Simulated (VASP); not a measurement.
Set up this calculation in VASP 6.6.1, as the native input.

* Task: single point
* Functional: PBE
* Potentials or basis: VASP PAW PBE potentials, release 64 (Si, O)
* Cutoff: 520 eV
* k mesh: 6 × 6 × 8
* Occupations: gaussian, width 0.05 eV
* Spin: no spin polarisation
* Dipole correction: no
* Further INCAR settings: ALGO = Normal; EDIFF = 1e-07; NBANDS = 25

The structure of SiO2 lies in POSCAR:

```
SiO2
1.0
    4.3630000000      0.0000000000      0.0000000000
    0.0000000000      4.3630000000      0.0000000000
    0.0000000000      0.0000000000      2.6897743053
Si O
2 4
Direct
    0.5000000000      0.5000000000      0.5000000000
    0.0000000000      0.0000000000      0.0000000000
    0.6930127928      0.6930127928      0.0000000000
    0.1930127928      0.8069872072      0.5000000000
    0.3069872072      0.3069872072      0.0000000000
    0.8069872072      0.1930127928      0.5000000000
```

The input as run:

INCAR

```
SYSTEM = SiO2
ALGO     = Normal         ! electronic algorithm
EDIFF    = 1E-7           ! SCF threshold, eV
ENCUT    = 520            ! plane-wave cutoff, eV
GGA      = PE             ! functional
ISIF     = 2              ! what is computed and relaxed
ISMEAR   = 0              ! smearing method
LASPH    = .TRUE.         ! aspherical terms in the spheres
LCHARG   = .TRUE.         ! write CHGCAR
LELF     = .TRUE.         ! ELF
LREAL    = .FALSE.        ! projectors in reciprocal space
LVHAR    = .TRUE.       
LWAVE    = .FALSE.        ! write WAVECAR
NBANDS   = 25             ! bands
NELM     = 80             ! most SCF steps
PREC     = Accurate       ! precision mode
SIGMA    = 0.05           ! smearing width, eV
```

KPOINTS

```
k-points
0
G
  6 6 8
  0 0 0
```

Potentials or basis: VASP PAW PBE potentials, release 64 (Si, O).

Launch:

```sh
$ cat potpaw_PBE.64/Si/POTCAR potpaw_PBE.64/O/POTCAR > POTCAR
$ mpirun -np 1 vasp_std > vasp.out
```

It gave:

```yaml
Pressure: -13.9 GPa
Largest_force: 0.633 eV/Å
Band_gap_on_the_k_mesh: 4.15 eV
```

Caveat: the cell stands under tension.

Run time: 76 s on 1 thread of Intel Xeon 8259CL, with other jobs on the host, peak memory 0.18 GiB.
